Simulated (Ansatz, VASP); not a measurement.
One calculation of WS2, two programs

```
W S
1.0
     3.22834   -0.04476   -0.03677
    -1.65293    2.86295    0.07352
    -0.19578    0.33901   16.93651
W S
1 2
Direct
  0.34491 0.67245 0.00000
  0.66088 0.33503 0.90686
  0.66088 0.32585 0.09314
```

Alike in both runs: task single point; functional PBE; k mesh 12 × 12 × 2; occupations gaussian, width 0.02 eV; no spin polarisation.

|  | VASP | Ansatz |
| --- | --- | --- |
| version | VASP 6.6.1 | Ansatz 0.2.0 |
| potentials or method | VASP PAW PBE potentials, release 64 (W_sv, S), cutoff 520 eV | scalar-relativistic, plane waves, PAW |
| valence electrons in the cell | 26 | 26 |

|  | VASP | Ansatz | Ansatz less VASP |
| --- | --- | --- | --- |
| gap on the k mesh at the Fermi level (eV) | 1.52 | 1.51 | -0.011 |
| least direct gap on the mesh (eV) | 1.60 | 1.59 | -0.003 |
| rms of the force components (eV/Å) | 0.455 | 0.456 | +0.0007 |

Atom by atom the forces differ by 0.001 eV/Å (rms over components). With one functional, cell and mesh, what is left measures potentials, basis and numerics. Ansatz's warnings: near symmetry operations not taken.

Spin-orbit coupling is off throughout.
